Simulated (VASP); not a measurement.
Here is a VASP 6.6.1 calculation.

INCAR

```
PREC     = Accurate       # precision mode
ENCUT    = 520            # plane-wave cutoff, eV
EDIFF    = 1E-7           # SCF threshold, eV
ISMEAR   = 0              # smearing method
SIGMA    = 0.2            # smearing width, eV
LREAL    = False          # projectors in reciprocal space
LASPH    = True           # aspherical terms in the spheres
NELM     = 80             # most SCF steps
ALGO     = Normal         # electronic algorithm
ISIF     = 2              # what is computed and relaxed
LWAVE    = False          # write WAVECAR
LCHARG   = True           # write CHGCAR
GGA      = PE             # functional
LELF     = True           # ELF
LVHAR    = True         
NBANDS   = 31             # bands
```

The input KPOINTS:

```
regular mesh
0
Gamma
  4 4 3
```

The input POSCAR:

```
Mg3Sn2N2
1.0
    6.5221249383      0.0000000036      0.0000000000
   -3.2610624722      5.6483258814      0.0000000000
    0.0000000000      0.0000000000      4.8041834542
Mg Sn N
3 2 2
Direct
    0.1527088045      0.8472911955      0.0000000000
    0.1527088045      0.3054176090      0.0000000000
    0.6945823910      0.8472911955      0.0000000000
    0.0000000000      0.0000000000      0.5000000000
    0.6666666667      0.3333333333      0.0000000000
    0.3333333333      0.6666666667      0.8661173126
    0.3333333333      0.6666666667      0.1338826874
```

Potentials or basis: VASP PAW PBE potentials, release 64 (Mg, Sn_d, N).

Launch:

```sh
$ cat potpaw_PBE.64/Mg/POTCAR potpaw_PBE.64/Sn_d/POTCAR potpaw_PBE.64/N/POTCAR > POTCAR
$ mpirun -np 1 vasp_std > vasp.out
```

Q: What does it give for the largest force?

A: 0.196 eV/Å.

Q: Predict the pressure.

A: 0.0 GPa.

Q: Estimate the band gap on the k mesh.

A: Zero (band 22 reaches 2.81 eV, above the bottom of band 23 at 2.68 eV).

Stress tensor (GPa, compression positive):
```
 0.04  0.00  0.00
 0.00  0.04  0.00
 0.00  0.00 -0.11
```

Caveat: the k points lie up to 0.44 Å⁻¹ apart; spin-orbit coupling is left out, which moves the levels of the heavy elements.
